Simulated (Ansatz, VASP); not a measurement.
**SiC in VASP and in Ansatz**

File INCAR:

```
ALGO = Normal ; EDIFF = 1E-6
ENCUT = 520 ; GGA = PE
ISIF = 2 ; ISMEAR = 0
LASPH = True ; LCHARG = False
LREAL = False ; LWAVE = False
NBANDS = 16 ; NELM = 60
PREC = Accurate ; SIGMA = 0.05
```

File KPOINTS:

```
k-points
0
Gamma
  10 10 6
```

The input POSCAR:

```
SiC
1.0
    0.0000000000     -2.1898640950     -2.1898640950
    0.0000000000      2.1898640950     -2.1898640950
    4.3797281900      0.0000000000      0.0000000000
Si C
2 2
Direct
    0.4315025986      0.5684974014      0.5000000000
    0.0684974014     -0.0684974014      0.0000000000
    0.9549713705      0.4549713705      0.2500000000
    0.5450286295      0.0450286295      0.7500000000
```

Input for Ansatz:

```yaml
crystal:
  lattice:
    - [0.0, -2.189864095, -2.189864095]
    - [0.0, 2.189864095, -2.189864095]
    - [4.37972819, 0.0, 0.0]
  atoms:
    - { symbol: Si, position: [0.4315025986, 0.5684974014, 0.5] }
    - { symbol: Si, position: [0.0684974014, -0.0684974014, 0.0] }
    - { symbol: C, position: [0.9549713705, 0.4549713705, 0.25] }
    - { symbol: C, position: [0.5450286295, 0.0450286295, 0.75] }
basis:
  ecutwfc: 420
kpoints:
  mp_grid: { grid: [10, 10, 6] }
hamiltonian:
  xc: pbe
scf:
  occupations: { method: gaussian, width: 0.05 }
output:
  forces: true
  stress: true
  eigenvalues: true
```

Change from the starting cell: mode 4 (360.1 1/cm) frozen in, largest displacement -0.300 Å.

Alike in both runs: task single point; functional PBE; k mesh 10 × 10 × 6; occupations gaussian, width 0.05 eV; no spin polarisation.

|  | VASP | Ansatz |
| --- | --- | --- |
| version | VASP 6.6.1 | Ansatz 0.2.0 |
| potentials or method | VASP PAW PBE potentials, release 64 (Si, C), cutoff 520 eV | scalar-relativistic, plane waves, PAW |
| valence electrons in the cell | 16 | 16 |

Ansatz gave:

| Quantity | Value |
| --- | --- |
| gap on the k mesh at the Fermi level (eV) | 0.63 |
| least direct gap on the mesh (eV) | 0.99 |
| pressure (GPa) | -1.6 |
| traceless stress, the component that is largest in VASP (GPa) | 6.04 |
| rms of the force components (eV/Å) | 1.558 |

Problem. What did VASP give for the same quantities?

Solution. gap on the k mesh at the Fermi level (eV): 0.62; least direct gap on the mesh (eV): 0.99; pressure (GPa): -1.7; traceless stress, the component that is largest in VASP (GPa): 6.02; rms of the force components (eV/Å): 1.561.

Atom by atom the forces differ by 0.003 eV/Å (rms over components).
